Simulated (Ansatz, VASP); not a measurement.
## ZnSiP2 in VASP and in Ansatz

The input INCAR:

```
ALGO = Normal ; EDIFF = 1E-6
ENCUT = 500 ; GGA = PE
GGA_COMPAT = False ; ISIF = 2
ISMEAR = 0 ; LASPH = True
LCHARG = False ; LREAL = False
LWAVE = False ; NBANDS = 36
NELM = 120 ; PREC = Accurate
SIGMA = 0.01
```

Contents of KPOINTS:

```
k-points
0
Gamma
  6 6 6
```

POSCAR

```
ZnSiP2
1.0
   -2.6539438034      2.6539438034      5.1621155977
    2.6539438034     -2.6539438034      5.1621155977
    2.6539438034      2.6539438034     -5.1621155977
Zn P Si
2 4 2
Direct
    0.0000000000      0.0000000000      0.0000000000
    0.7500000000      0.2500000000      0.5000000000
    0.3750000000      0.3923061802      0.5173061802
    0.1423061802      0.6250000000      0.0173061802
    0.8750000000      0.8576938198      0.4826938198
    0.6076938198      0.1250000000     -0.0173061802
    0.5000000000      0.5000000000      0.0000000000
    0.2500000000      0.7500000000      0.5000000000
```

Input for Ansatz:

```yaml
crystal:
  lattice:
    - [-2.6539438034, 2.6539438034, 5.1621155977]
    - [2.6539438034, -2.6539438034, 5.1621155977]
    - [2.6539438034, 2.6539438034, -5.1621155977]
  atoms:
    - { symbol: Zn, position: [0.0, 0.0, 0.0] }
    - { symbol: P, position: [0.375, 0.3923061802, 0.5173061802] }
    - { symbol: Zn, position: [0.75, 0.25, 0.5] }
    - { symbol: P, position: [0.1423061802, 0.625, 0.0173061802] }
    - { symbol: Si, position: [0.5, 0.5, 0.0] }
    - { symbol: P, position: [0.875, 0.8576938198, 0.4826938198] }
    - { symbol: Si, position: [0.25, 0.75, 0.5] }
    - { symbol: P, position: [0.6076938198, 0.125, -0.0173061802] }
kpoints:
  mp_grid: { grid: [6, 6, 6] }
hamiltonian:
  xc: pbe
scf:
  occupations: { method: fixed }
  n_extra_bands: 6
output:
  forces: true
  stress: true
  eigenvalues: true
```

Alike in both runs: task single point; functional PBE; k mesh 6 × 6 × 6; no spin polarisation.

```csv
,VASP,Ansatz
version,VASP 6.6.1,Ansatz 0.2.0
potentials or method,"VASP PAW PBE potentials, release 64 (Zn, P, Si)","plane waves, PAW"
plane-wave cutoff (eV),500,420
occupations,"gaussian, width 0.01 eV",fixed
valence electrons in the cell,52,52
```

Ansatz gave:

* gap on the k mesh at the Fermi level (eV): 1.23
* pressure (GPa): 6.1
* rms of the force components (eV/Å): 0.059

Problem. What did VASP give for the same quantities?

Solution. gap on the k mesh at the Fermi level (eV): 1.23; pressure (GPa): 6.1; rms of the force components (eV/Å): 0.045.
